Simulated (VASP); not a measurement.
Runs of VASP 6.6.1 on ZrTl2F. The structure is that of space group I4/mmm (No. 139), or close to it. The cells are those of the table. The cell was generated, and may not be a known phase.

| task | spin | cell | k mesh | cutoff (eV) | gap on the mesh (eV) | pressure (GPa) |
| --- | --- | --- | --- | --- | --- | --- |
| relaxation of cell and atoms | off | relaxed from a = 5.153 Å, angles 122.2, 122.2, 86.3°, 4 atoms | 6 × 6 × 6 | 600 | none | 0.0 |
| single point | off | a = 5.060 Å, angles 107.2, 107.2, 114.0°, 4 atoms | 6 × 6 × 6 | 520 | none | -0.1 |
| single point | collinear | a = 5.060 Å, angles 107.2, 107.2, 114.0°, 4 atoms | 4 × 4 × 4 | 520 | none | -0.3 |
| single point | off | a = 5.059 Å, angles 107.1, 107.1, 114.4°, 4 atoms | 12 × 12 × 12 | 520 | none | -0.1 |
| single point | off | a = 5.153 Å, angles 122.2, 122.2, 86.3°, 4 atoms | 6 × 6 × 6 | 520 | none | (a) |

Alike in all rows: level PBE; potentials or basis VASP PAW PBE potentials, release 64 (Zr_sv, Tl_d, F); smearing gaussian 0.1 eV.

Problem. Fill in the values left out.

Solution. (a) 27.7.

Caveats: some runs use coarse meshes; spin-orbit coupling is left out, which moves the levels of the heavy elements; the stress differs along the axes, from -5 to 44 GPa (at least some runs).

A k mesh can miss the band edges, and the runs leave out spin-orbit coupling on Tl, Zr.

A gap of «none» marks levels without a gap at the run's occupations.
